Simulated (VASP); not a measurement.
A run of VASP 6.6.1 is set up as follows.

The input INCAR:

```
PREC = Accurate
ENCUT = 600
EDIFF = 1E-7
ISMEAR = -1
SIGMA = 0.1
LREAL = F
LASPH = T
NELM = 80
ALGO = Normal
ISIF = 3
LWAVE = F
LCHARG = F
GGA = PS
IBRION = 2
NSW = 80
EDIFFG = -0.01
```

Contents of KPOINTS:

```
regular mesh
0
Gamma
  11 11 11
```

File POSCAR:

```
Hg
1.0
    1.7290008993      0.9982391346      2.2280000000
   -1.7290008993      0.9982391346      2.2280000000
    0.0000000000     -1.9964782693      2.2280000000
Hg
1
Direct
    1.0000000000      0.0000000000      0.0000000000
```

Potentials or basis: VASP PAW PBE potentials, release 64 (Hg).

The run is started by

```sh
$ cat potpaw_PBE.64/Hg/POTCAR > POTCAR
$ mpirun -np 1 vasp_std > vasp.out
```

Task: What does it give for the band gap on the k mesh?

Result: Zero (bands 6 and 7 overlap by 2.41 eV).

Task: What does it give for the relaxed volume?

Result: 24.16 Å³/atom.

Task: What does it give for the space group after relaxing (to 0.1 Å)?

Result: R-3m (No. 166).

Task: What does it give for the relaxed cell?

Result: a = 3.012 Å, b = 3.012 Å, c = 3.012 Å, α = 72.42°, β = 72.42°, γ = 72.42°.

Final structure:
```yaml
crystal:
  lattice:
    - [1.77953, 1.02741, 2.20270]
    - [-1.77953, 1.02741, 2.20270]
    - [0.00000, -2.05483, 2.20270]
  atoms:
    - { symbol: Hg, position: [0.00000, 0.00000, 0.00000] }
```

Caveat: the PAW data sets were made with another functional, which shifts forces and pressure a little; spin-orbit coupling is left out, which moves the levels of the heavy elements. Zero-point motion and thermal expansion aren't in these numbers.
